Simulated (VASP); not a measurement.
# Zr2Si5 in VASP: a series of runs

Runs on Zr2Si5. Level: PBE. Tasks: single point.

Everything below comes from runs of VASP 6.6.1. Logs are shortened: lines on timing, memory, paths and dates and some standing lists are left out, and cuts for length are marked.

## Step 1: The cell of the first run

The cell holds a slab with vacuum, 14 atoms: a = 3.679 Å, b = 3.705 Å, c = 29.797 Å, α = 90.00°, β = 90.00°, γ = 90.00°.

## Step 2: Single point, PBE

The input, INCAR:

```
ALGO = Normal
DIPOL = 0.5 0.5 0.500
EDIFF = 1E-6
ENCUT = 520
GGA = PE
IDIPOL = 3
ISIF = 2
ISMEAR = 0
LASPH = True
LCHARG = False
LDIPOL = True
LREAL = False
LWAVE = False
NBANDS = 57
NELM = 80
PREC = Accurate
SIGMA = 0.1
```

The input, KPOINTS:

```
k-points
0
Gamma
  4 4 1
```

The input, POSCAR:

```
Zr2Si5
1.0
    3.6790720029      0.0000000000      0.0000000000
    0.0000000000      3.7051806738      0.0000000000
    0.0000000000      0.0000000000     29.7972630146
Si Zr
10 4
Direct
    0.2500000000      0.5000000000      0.2517009699
    0.7500000000      0.0000000000      0.2520109569
    0.2500000000      0.0000000000      0.3495751122
    0.7500000000      0.0000000000      0.4022808512
    0.2500000000      0.0000000000      0.4998450065
    0.7500000000      0.5000000000      0.5001549935
    0.2500000000      0.5000000000      0.5977191488
    0.7500000000      0.5000000000      0.6504248878
    0.2500000000      0.5000000000      0.7479890431
    0.7500000000      0.0000000000      0.7482990301
    0.7500000000      0.5000000000      0.3236522409
    0.2500000000      0.5000000000      0.4282037225
    0.7500000000      0.0000000000      0.5717962775
    0.2500000000      0.0000000000      0.6763477591
```

Potentials or basis: VASP PAW PBE potentials, release 64 (Si, Zr_sv).

Run with:

```console
$ cat potpaw_PBE.64/Si/POTCAR potpaw_PBE.64/Zr_sv/POTCAR > POTCAR
$ mpirun -np 1 vasp_std > vasp.out
```

OUTCAR:

```text
EDIFF = 1E-6
   ENCUT = 520
   GGA = PE
   ISIF = 2
   ISMEAR = 0
   LASPH = True
   LREAL = False
   NELM = 80
   PREC = Accurate

 ion  position               nearest neighbor table
   1  0.250  0.500  0.252-   2 2.61   2 2.61   2 2.61   2 2.61  11 2.82  11 2.82
   2  0.750  0.000  0.252-   1 2.61   1 2.61   1 2.61   1 2.61  11 2.83  11 2.83
   3  0.250  0.000  0.350-   4 2.42   4 2.42  11 2.72  11 2.72  11 2.72  11 2.72  12 2.99  12 2.99

   4  0.750  0.000  0.402-   3 2.42   3 2.42  12 2.72  12 2.72  12 2.72  12 2.72  11 2.99  11 2.99

   5  0.250  0.000  0.500-   6 2.61   6 2.61   6 2.61   6 2.61  13 2.82  13 2.82  12 2.83  12 2.83

   6  0.750  0.500  0.500-   5 2.61   5 2.61   5 2.61   5 2.61  12 2.82  12 2.82  13 2.83  13 2.83

   7  0.250  0.500  0.598-   8 2.42   8 2.42  13 2.72  13 2.72  13 2.72  13 2.72  14 2.99  14 2.99

   8  0.750  0.500  0.650-   7 2.42   7 2.42  14 2.72  14 2.72  14 2.72  14 2.72  13 2.99  13 2.99

   9  0.250  0.500  0.748-  10 2.61  10 2.61  10 2.61  10 2.61  14 2.83  14 2.83
  10  0.750  0.000  0.748-   9 2.61   9 2.61   9 2.61   9 2.61  14 2.82  14 2.82
  11  0.750  0.500  0.324-   3 2.72   3 2.72   3 2.72   3 2.72   1 2.82   1 2.82   2 2.83   2 2.83
                             4 2.99   4 2.99  12 3.62  12 3.62
  12  0.250  0.500  0.428-   4 2.72   4 2.72   4 2.72   4 2.72   6 2.82   6 2.82   5 2.83   5 2.83
                             3 2.99   3 2.99  11 3.62  11 3.62
  13  0.750  0.000  0.572-   7 2.72   7 2.72   7 2.72   7 2.72   5 2.82   5 2.82   6 2.83   6 2.83
                             8 2.99   8 2.99  14 3.62  14 3.62
  14  0.250  0.000  0.676-   8 2.72   8 2.72   8 2.72   8 2.72  10 2.82  10 2.82   9 2.83   9 2.83
                             7 2.99   7 2.99  13 3.62  13 3.62

  LATTYP: Found a simple orthorhombic cell.
 ALAT       =     3.6790720029
 B/A-ratio  =     1.0070965371
 C/A-ratio  =     8.0991247225

  Lattice vectors:

 A1 = (   3.6790720029,   0.0000000000,   0.0000000000)
 A2 = (   0.0000000000,   3.7051806738,   0.0000000000)
 A3 = (   0.0000000000,   0.0000000000,  29.7972630146)

Analysis of symmetry for initial positions (statically):
=====================================================================
 Subroutine PRICEL returns:
 Original cell was already a primitive cell.

 Routine SETGRP: Setting up the symmetry group for a
 simple orthorhombic supercell.

 Subroutine GETGRP returns: Found  8 space group operations
 (whereof  2 operations were pure point group operations)
 out of a pool of  8 trial point group operations.

The static configuration has the point symmetry C_1h.
 The point group associated with its full space group is D_2h.

Analysis of symmetry for dynamics (positions and initial velocities):
=====================================================================
 Subroutine PRICEL returns:
 Original cell was already a primitive cell.

 Routine SETGRP: Setting up the symmetry group for a
 simple orthorhombic supercell.

 Subroutine GETGRP returns: Found  8 space group operations
 (whereof  2 operations were pure point group operations)
 out of a pool of  8 trial point group operations.

The dynamic configuration has the point symmetry C_1h.
 The point group associated with its full space group is D_2h.

 Subroutine INISYM returns: Found  8 space group operations
 (whereof  2 operations are pure point group operations),
 and found     1 'primitive' translations

----------------------------------------------------------------------------------------

                                     Primitive cell

  volume of cell :     406.1852

  direct lattice vectors                    reciprocal lattice vectors
     3.679072003  0.000000000  0.000000000     0.271807673  0.000000000  0.000000000
     0.000000000  3.705180674  0.000000000     0.000000000  0.269892372  0.000000000
     0.000000000  0.000000000 29.797263015     0.000000000  0.000000000  0.033560129

  length of vectors
     3.679072003  3.705180674 29.797263015     0.271807673  0.269892372  0.033560129

  position of ions in fractional coordinates (direct lattice)
     0.250000000  0.500000000  0.251700970
     0.750000000  0.000000000  0.252010957
     0.250000000  0.000000000  0.349575112
     0.750000000  0.000000000  0.402280851
     0.250000000  0.000000000  0.499845007
     0.750000000  0.500000000  0.500154993
     0.250000000  0.500000000  0.597719149
     0.750000000  0.500000000  0.650424888
     0.250000000  0.500000000  0.747989043
     0.750000000  0.000000000  0.748299030
     0.750000000  0.500000000  0.323652241
     0.250000000  0.500000000  0.428203723
     0.750000000  0.000000000  0.571796277
     0.250000000  0.000000000  0.676347759

  ion indices of the primitive-cell ions
   primitive index   ion index
                 1           1
                 2           2
                 3           3
                 4           4
                 5           5
                 6           6
                 7           7
                 8           8
                 9           9
                10          10
                11          11
                12          12
                13          13
                14          14

----------------------------------------------------------------------------------------

 KPOINTS: k-points

Automatic generation of k-mesh.
 Grid dimensions read from file:
 generate k-points for:    4    4    1

 Generating k-lattice:

  Cartesian coordinates                     Fractional coordinates (reciprocal lattice)
     0.067951918  0.000000000  0.000000000     0.250000000  0.000000000  0.000000000
     0.000000000  0.067473093  0.000000000     0.000000000  0.250000000  0.000000000
     0.000000000  0.000000000  0.033560129     0.000000000  0.000000000  1.000000000

  Length of vectors
     0.067951918  0.067473093  0.033560129

  Shift w.r.t. Gamma in fractional coordinates (k-lattice)
     0.000000000  0.000000000  0.000000000

 Subroutine IBZKPT returns following result:
 ===========================================

 Found      9 irreducible k-points:

 Following reciprocal coordinates:
            Coordinates               Weight
  0.000000  0.000000  0.000000      1.000000
  0.250000  0.000000  0.000000      2.000000
  0.500000  0.000000  0.000000      1.000000
  0.000000  0.250000  0.000000      2.000000
  0.250000  0.250000  0.000000      4.000000
  0.500000  0.250000  0.000000      2.000000
  0.000000  0.500000  0.000000      1.000000
  0.250000  0.500000  0.000000      2.000000
  0.500000  0.500000  0.000000      1.000000
   k-points           NKPTS =      9   k-points in BZ     NKDIM =      9   number of bands    NBANDS=     57
   number of dos      NEDOS =    301   number of ions     NIONS =     14
   total plane-waves  NPLWV = 175616
   dimension x,y,z NGX =    28 NGY =   28 NGZ =  224
   dimension x,y,z NGXF=    56 NGYF=   56 NGZF=  448
   ions per type =              10   4
   NGX,Y,Z   is equivalent  to a cutoff of  12.65, 12.56, 12.50 a.u.
   NGXF,Y,Z  is equivalent  to a cutoff of  25.30, 25.13, 24.99 a.u.
 SYSTEM =  unknown system
   PREC   = accura    normal or accurate (medium, high low for compatibility)
   ISTART =      0    job   : 0-new  1-cont  2-samecut
   ICHARG =      2    charge: 1-file 2-atom 10-const
   ISPIN  =      1    spin polarized calculation?
   LNONCOLLINEAR =      F non collinear calculations
   LSORBIT =      F    spin-orbit coupling
   LASPH  =      T    aspherical Exc in radial PAW
   ENCUT  =  520.0 eV  38.22 Ry    6.18 a.u.   6.84  6.89 55.40*2*pi/ulx,y,z
   NELM   =     80;   NELMIN=  2; NELMDL= -5     # of ELM steps
   EDIFF  = 0.1E-05   stopping-criterion for ELM
   LREAL  =      F    real-space projection
   EDIFFG = 0.1E-04   stopping-criterion for IOM
   NSW    =      0    number of steps for IOM
   IBRION =     -1    ionic relax: 0-MD 1-quasi-New 2-CG
   NFREE  =      0    steps in history (QN), initial steepest desc. (CG)
   ISIF   =      2    stress and relaxation
   ISYM   =      2    0-nonsym 1-usesym 2-fastsym
   POTIM  = 0.5000    time-step for ionic-motion
   TEBEG  =    0.0;   TEEND  =   0.0 temperature during run
   PSTRESS=    0.0 pullay stress
   NELECT =      88.0000    total number of electrons
   NUPDOWN=      -1.0000    fix difference up-down
   EMIN   =  10.00;   EMAX   =-10.00  energy-range for DOS
   EFERMI =   0.00;   METHOD = LEGACY
   ISMEAR =     0;   SIGMA  =   0.10  broadening in eV -4-tet -1-fermi 0-gaus
   EFERMI_NEDOS =   21; number of points for ismear=-14 and -15
   IALGO  =     38    algorithm
   IMIX   =      4    mixing-type and parameters
     AMIX     =   0.40;   BMIX     =  1.00
     AMIX_MAG =   1.60;   BMIX_MAG =  1.00
  volume/ion in A,a.u.               =      29.01       195.79
  Fermi-wavevector in a.u.,A,eV,Ry     =   0.983243  1.858061 13.153671  0.966768
  Thomas-Fermi vector in A             =   2.114387
   LORBIT       =      0    0 simple, 1 ext, 2 COOP (PROOUT), +10 PAW based schemes
   GGA     = PE    functional components
   LHFCALC =     F    Hartree Fock is set to
   AEXX    =    0.0000 exact exchange contribution
   IVDW    =     0    specifies the selected vdW correction
   LEPSILON=     F    determine dielectric tensor
   LRPA    =     F    only Hartree local field effects (RPA)
 non-spin polarized calculation
 Gauss-broadening in eV      SIGMA  =   0.10
  energy-cutoff  :      520.00
  volume of cell :      406.19
 maximum number of plane-waves:     10988
 NGX is ok and might be reduce to    28
   NGX = 13   NGY = 13   NGZ =111

 dipolmoment           0.000000      0.000000      0.000000 electrons x Angstroem

 number of electron      87.9999999 magnetization

 dipolmoment           0.000000      0.000000     -0.000000 electrons x Angstroem

 Free energy of the ion-electron system (eV)
  ---------------------------------------------------
  ext. energy  EPLUGINS =         0.00000000
  ---------------------------------------------------
  free energy    TOTEN  =       -92.89258895 eV

  energy without entropy =      -92.84398250  energy(sigma->0) =      -92.86828573

 E-fermi :   3.3399     XC(G=0):  -7.0090

 val. band max:        3.3326453035   @ k =   0.0000   0.5000   0.0000
 cond. band min:       3.3400327005   @ k =   0.0000   0.0000   0.0000
 fundamental gap:      0.0073873970
 Fermi energy:         3.3398507813

 k-point     1 :       0.0000    0.0000    0.0000
  band No.  band energies     occupation
      1     -45.2786      2.00000
      2     -45.2783      2.00000
      3     -45.2241      2.00000
      4     -45.2241      2.00000
      5     -23.5072      2.00000
      6     -23.4984      2.00000
[... 48 lines left out ...]
     55       5.8167      0.00000
     56       5.9225      0.00000

 k-point     2 :       0.2500    0.0000    0.0000
  band No.  band energies     occupation
      1     -45.2735      2.00000
      2     -45.2733      2.00000
      3     -45.2197      2.00000
      4     -45.2197      2.00000
      5     -23.4832      2.00000
      6     -23.4796      2.00000
[... 48 lines left out ...]
     55       5.8111      0.00000
     56       5.9704      0.00000
[... 352 lines left out ...]
     55       6.4275      0.00000
     56       6.4275      0.00000

 k-point     9 :       0.5000    0.5000    0.0000
  band No.  band energies     occupation
      1     -45.2597      2.00000
      2     -45.2597      2.00000
      3     -45.2067      2.00000
      4     -45.2067      2.00000
      5     -23.4967      2.00000
      6     -23.4967      2.00000
[... 48 lines left out ...]
     55       6.8054      0.00000
     56       6.8465      0.00000
 [bands above 56 left out]

------------------------ aborting loop because EDIFF is reached ----------------------------------------

 vacuum level on the upper side and lower side of the slab       (xc-potential included)        -0.123        -0.123

  FORCE on cell =-STRESS in cart. coord.  units (eV):
  Direction    XX          YY          ZZ          XY          YZ          ZX
  --------------------------------------------------------------------------------------
  -------------------------------------------------------------------------------------
  Total       -2.5551261     -1.2963471     -0.9830852      0.0000000      0.0000000      0.0000000
  in kB      -10.0785688     -5.1133772     -3.8777311      0.0000000      0.0000000      0.0000000
  external PRESSURE =      -6.3565590 kB  Pullay stress =       0.0000000 kB

 VOLUME and BASIS-vectors are now :
 -----------------------------------------------------------------------------
  energy-cutoff  :      520.00
  volume of cell :      406.19
      direct lattice vectors                 reciprocal lattice vectors
     3.679072003  0.000000000  0.000000000     0.271807673  0.000000000  0.000000000
     0.000000000  3.705180674  0.000000000     0.000000000  0.269892372  0.000000000
     0.000000000  0.000000000 29.797263015     0.000000000  0.000000000  0.033560129

 POSITION                                       TOTAL-FORCE (eV/Angst)
 -----------------------------------------------------------------------------------
      0.91977      1.85259      7.50000        -0.000000      0.000000     -0.121543
      2.75930      0.00000      7.50924        -0.000000      0.000000     -0.102799
      0.91977      0.00000     10.41638        -0.000000     -0.000000     -0.263111
      2.75930      0.00000     11.98687        -0.000000     -0.000000     -0.070423
      0.91977      0.00000     14.89401        -0.000000     -0.000000     -0.058716
      2.75930      1.85259     14.90325        -0.000000      0.000000      0.058716
      0.91977      1.85259     17.81039        -0.000000      0.000000      0.070423
      2.75930      1.85259     19.38088        -0.000000      0.000000      0.263111
      0.91977      1.85259     22.28803         0.000000      0.000000      0.102799
      2.75930      0.00000     22.29726        -0.000000      0.000000      0.121543
      2.75930      1.85259      9.64395        -0.000000      0.000000      0.625310
      0.91977      1.85259     12.75930        -0.000000      0.000000      0.100320
      2.75930      0.00000     17.03796        -0.000000      0.000000     -0.100320
      0.91977      0.00000     20.15331        -0.000000     -0.000000     -0.625310
 -----------------------------------------------------------------------------------
    total drift:                               -0.000000      0.000000     -0.000000

  FREE ENERGIE OF THE ION-ELECTRON SYSTEM (eV)
  ---------------------------------------------------
  free  energy   TOTEN  =       -92.8925889548 eV

  energy  without entropy=      -92.8439825014  energy(sigma->0) =      -92.86828573

 vacuum level on the upper side and lower side of the slab         8.369         8.369
```

Wall time 14 min (1 thread of Intel Xeon 8259CL, shared host); peak memory 0.49 GiB.

What came out:

- Free energy: -92.8926 eV
- Largest force: 0.625 eV/Å
- Band gap on the k mesh: zero (bands 44 and 45 overlap by 0.68 eV)

Forces on the atoms (eV/Å):
```
Si   0.000  0.000 -0.122
Si   0.000  0.000 -0.103
Si   0.000  0.000 -0.263
Si   0.000  0.000 -0.070
Si   0.000  0.000 -0.059
Si   0.000  0.000  0.059
Si   0.000  0.000  0.070
Si   0.000  0.000  0.263
Si   0.000  0.000  0.103
Si   0.000  0.000  0.122
Zr   0.000  0.000  0.625
Zr   0.000  0.000  0.100
Zr   0.000  0.000 -0.100
Zr   0.000  0.000 -0.625
```

Levels at points of the mesh, in eV from the Fermi level:
```
           k point  band 40  band 41  band 42  band 43  band 44  band 45  band 46  band 47  band 48  band 49
(0.00, 0.00, 0.00)    -1.53    -1.50    -1.29    -0.03     0.00     0.31     1.27     1.32     1.63     1.65
(0.50, 0.00, 0.00)    -0.48    -0.15    -0.15    -0.06    -0.06     0.42     0.42     0.45     0.45     1.29
(0.00, 0.50, 0.00)    -0.85    -0.45    -0.45    -0.01    -0.01     0.17     0.17     1.13     1.13     1.36
(0.50, 0.50, 0.00)    -2.91    -1.94    -1.94    -0.37    -0.37    -0.37    -0.37     2.36     2.36     2.83
```

Caveat: the k points lie up to 0.43 Å⁻¹ apart, too coarse for converged energies and pressures of a metal.

## Step 3: Single point, PBE

This run uses another cell than the first one.

The input, INCAR:

```
PREC = Accurate
ENCUT = 520
EDIFF = 1E-7
ISMEAR = 0
SIGMA = 0.1
LREAL = False
LASPH = True
NELM = 60
ALGO = Normal
ISIF = 2
LWAVE = False
LCHARG = True
LDIPOL = True
IDIPOL = 3
DIPOL = 0.5 0.5 0.500
GGA = PE
LELF = True
LVHAR = True
LVACPOTAV = True
NBANDS = 57
```

The input, KPOINTS:

```
Automatic mesh
0
Gamma
  9 9 1
```

The input, POSCAR:

```
Zr2Si5
1.0
    3.6790720029      0.0000000000      0.0000000000
    0.0000000000      3.7051806738      0.0000000000
    0.0000000000      0.0000000000     21.7972630146
Si Zr
10 4
Direct
    0.2500000000      0.5000000000      0.1605706183
    0.7500000000      0.0000000000      0.1609943763
    0.2500000000      0.0000000000      0.2943663870
    0.7500000000      0.0000000000      0.3664161103
    0.2500000000      0.0000000000      0.4997881210
    0.7500000000      0.5000000000      0.5002118790
    0.2500000000      0.5000000000      0.6335838897
    0.7500000000      0.5000000000      0.7056336130
    0.2500000000      0.5000000000      0.8390056237
    0.7500000000      0.0000000000      0.8394293817
    0.7500000000      0.5000000000      0.2589293410
    0.2500000000      0.5000000000      0.4018531563
    0.7500000000      0.0000000000      0.5981468437
    0.2500000000      0.0000000000      0.7410706590
```

Potentials or basis: VASP PAW PBE potentials, release 64 (Si, Zr_sv).

Run with:

```console
$ cat potpaw_PBE.64/Si/POTCAR potpaw_PBE.64/Zr_sv/POTCAR > POTCAR
$ mpirun -np 1 vasp_std > vasp.out
```

Wall time 21 min (1 thread of Intel Xeon 8259CL, shared host); peak memory 0.52 GiB.

Results (log left out):

```
Free energy            : -93.0731 eV
Largest force          : 0.742 eV/Å
Band gap on the k mesh : zero (bands 44 and 45 overlap by 1.01 eV)
```

Forces on the atoms (eV/Å):
```
Si   0.000  0.000 -0.178
Si   0.000  0.000 -0.243
Si   0.000  0.000 -0.391
Si   0.000  0.000 -0.041
Si   0.000  0.000 -0.008
Si   0.000  0.000  0.008
Si   0.000  0.000  0.041
Si   0.000  0.000  0.391
Si   0.000  0.000  0.243
Si   0.000  0.000  0.178
Zr   0.000  0.000  0.742
Zr   0.000  0.000  0.093
Zr   0.000  0.000 -0.093
Zr   0.000  0.000 -0.742
```

Levels at points of the mesh, in eV from the Fermi level:
| k point | band 42 | band 43 | band 44 | band 45 | band 46 | band 47 |
| --- | --- | --- | --- | --- | --- | --- |
| (0.00, 0.00, 0.00) | -1.31 | -0.02 | 0.00 | 0.28 | 1.22 | 1.28 |
